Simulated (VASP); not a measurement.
## LiH: single point with r2SCAN

LiH:

```xyz
2
Lattice="0.0000 2.0030 2.0030 2.0030 0.0000 2.0030 2.0030 2.0030 0.0000" Properties=species:S:1:pos:R:3 pbc="T T T"
Li    0.0000    0.0000    0.0000
H     2.0030    2.0030    2.0030
```

| Item | Value |
| --- | --- |
| Program | VASP 6.6.1 |
| Task | single point |
| Functional | r2SCAN |
| Potentials or basis | VASP PAW PBE potentials, release 64 (Li_sv, H) |
| Cutoff | 520 eV |
| k mesh | 10 × 10 × 10 |
| Occupations | fermi-dirac, width 0.02 eV |
| Spin | no spin polarisation |
| Dipole correction | no |
| Further INCAR settings | ALGO = Normal; EDIFF = 1e-06; NBANDS = 9 |

```
Band gap on the k mesh : 3.58 eV
```

Levels at points of the mesh, in eV from the valence-band top:
| k point | band 1 | band 2 | band 3 | band 4 | band 5 | band 6 |
| --- | --- | --- | --- | --- | --- | --- |
| (0.00, 0.00, 0.00) | -45.73 | -5.45 | 17.67 | 19.42 | 19.42 | 19.42 |
| (0.50, 0.00, 0.00) | -45.69 | -2.64 | 5.68 | 14.96 | 18.18 | 18.18 |
| (0.50, 0.50, 0.00) | -45.67 | 0.00 | 3.58 | 11.75 | 11.75 | 15.05 |

It took 31 s on 1 thread of Intel(R) Xeon(R) Platinum 8259CL CPU @ 2.50GHz (Skylake/Cascade Lake) (shared host), peak memory 0.13 GiB.

 A k mesh can miss the band edges.
